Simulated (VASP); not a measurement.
A run of VASP 6.6.1:

The input INCAR:

```
PREC     = Accurate       # precision mode
ENCUT    = 520            # plane-wave cutoff, eV
EDIFF    = 1E-6           # SCF threshold, eV
ISMEAR   = 0              # smearing method
SIGMA    = 0.1            # smearing width, eV
LREAL    = False          # projectors in reciprocal space
LASPH    = True           # aspherical terms in the spheres
NELM     = 80             # most SCF steps
ALGO     = Fast           # electronic algorithm
ISIF     = 2              # what is computed and relaxed
LWAVE    = False          # write WAVECAR
LCHARG   = False          # write CHGCAR
GGA      = PE             # functional
NBANDS   = 45             # bands
```

KPOINTS

```
regular mesh
0
Gamma
  6 6 8
```

Contents of POSCAR:

```
TaTl
1.0
    5.7852604642      0.0000000000      0.0000000000
   -2.8926302321      5.0101825295      0.0000000000
    0.0000000000      0.0000000000      5.0646835148
Ta Tl
3 3
Direct
    0.5000000000      0.0000000000      0.0000000000
    0.5000000000      0.5000000000      0.0000000000
    0.0000000000      0.5000000000      0.0000000000
    0.0000000000      0.0000000000      0.0000000000
    0.3333333333      0.6666666667      0.5000000000
    0.6666666667      0.3333333333      0.5000000000
```

Potentials or basis: VASP PAW PBE potentials, release 64 (Ta_pv, Tl_d).

Run with:

```bash
$ cat potpaw_PBE.64/Ta_pv/POTCAR potpaw_PBE.64/Tl_d/POTCAR > POTCAR
$ mpirun -np 1 vasp_std > vasp.out
```

Hardware: 1 thread of Intel(R) Xeon(R) Platinum 8259CL CPU @ 2.50GHz (Skylake/Cascade Lake), on a shared host.

Task: How long does it take, and how much memory?

Result: It took 4.3 min on 1 thread of Intel(R) Xeon(R) Platinum 8259CL CPU @ 2.50GHz (Skylake/Cascade Lake), on a shared host, peak memory 0.39 GiB. Counts: scf iterations 15, k points 35.
